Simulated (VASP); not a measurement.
A run of VASP 6.6.1:

Contents of INCAR:

```
SYSTEM = Pb
PREC     = Accurate       ! precision mode
ENCUT    = 520            ! plane-wave cutoff, eV
EDIFF    = 1E-6           ! SCF threshold, eV
ISMEAR   = -1             ! smearing method
SIGMA    = 0.15           ! smearing width, eV
LREAL    = .False.        ! projectors in reciprocal space
LASPH    = .True.         ! aspherical terms in the spheres
NELM     = 80             ! most SCF steps
ALGO     = Normal         ! electronic algorithm
ISIF     = 2              ! what is computed and relaxed
LWAVE    = .False.        ! write WAVECAR
LCHARG   = .True.         ! write CHGCAR
GGA      = PS             ! functional
LELF     = .True.         ! ELF
LVHAR    = .True.       
NBANDS   = 13             ! bands
```

Contents of KPOINTS:

```
regular mesh
0
Gamma
  16 16 16
  0 0 0
```

POSCAR

```
Pb
1.0
    0.0000000000      2.4674431655      2.4674431655
    2.4674431655      0.0000000000      2.4674431655
    2.4674431655      2.4674431655      0.0000000000
Pb
1
Direct
    0.0000000000      0.0000000000      0.0000000000
```

Potentials or basis: VASP PAW PBE potentials, release 64 (Pb_d).

Run with:

```bash
$ cat potpaw_PBE.64/Pb_d/POTCAR > POTCAR
$ mpirun -np 1 vasp_std > vasp.out
```

Hardware: 1 thread of Intel(R) Xeon(R) Platinum 8259CL CPU @ 2.50GHz (Skylake/Cascade Lake), on a shared host.

Problem. How long does it take, and how much memory?

Solution. Run time: 35 s on 1 thread of Intel(R) Xeon(R) Platinum 8259CL CPU @ 2.50GHz (Skylake/Cascade Lake) (shared host), peak memory 0.19 GiB. Counts: scf iterations 10, k points 145.
